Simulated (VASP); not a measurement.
Here is a VASP 6.6.1 calculation.

File INCAR:

```
SYSTEM = ZnTc
  PREC = Accurate
  ENCUT = 600
  EDIFF = 1E-7
  ISMEAR = -1
  SIGMA = 0.1
  LREAL = .False.
  LASPH = .True.
  NELM = 100
  ALGO = Normal
  ISIF = 3
  LWAVE = .False.
  LCHARG = .False.
  IBRION = 2
  NSW = 80
  EDIFFG = -0.01
```

File KPOINTS:

```
Automatic mesh
0
Gamma
  6 6 6
  0 0 0
```

The input POSCAR:

```
ZnTc
1.0
    0.0000000000      3.7636052154      3.7636052154
    3.7636052154      0.0000000000      3.7636052154
    3.7636052154      3.7636052154      0.0000000000
Zn Tc
4 4
Direct
    0.0000000000      0.0000000000      0.0000000000
    0.0000000000      0.5000000000      0.0000000000
    0.0000000000      0.5000000000      0.5000000000
    0.5000000000      0.5000000000      0.0000000000
    0.0000000000      0.0000000000      0.5000000000
    0.5000000000      0.0000000000      0.0000000000
    0.5000000000      0.0000000000      0.5000000000
    0.5000000000      0.5000000000      0.5000000000
```

Potentials or basis: VASP PAW LDA potentials, release 64 (Zn, Tc_pv).

Command:

```console
$ cat potpaw_LDA.64/Zn/POTCAR potpaw_LDA.64/Tc_pv/POTCAR > POTCAR
$ mpirun -np 1 vasp_std > vasp.out
```

Question: Estimate the relaxed volume.

Answer: 13.37 Å³/atom.

Question: What does it give for the space group after relaxing (to 0.1 Å)?

Answer: Fd-3m (No. 227).

The path:
```csv
step,energy change (eV),largest force (eV/Å),pressure (GPa),volume (Å³)
1,0.0000,0.0000,0.70,106.62
2,0.0014,0.0000,-1.19,107.52
3,-0.0007,0.0000,0.01,106.95
```
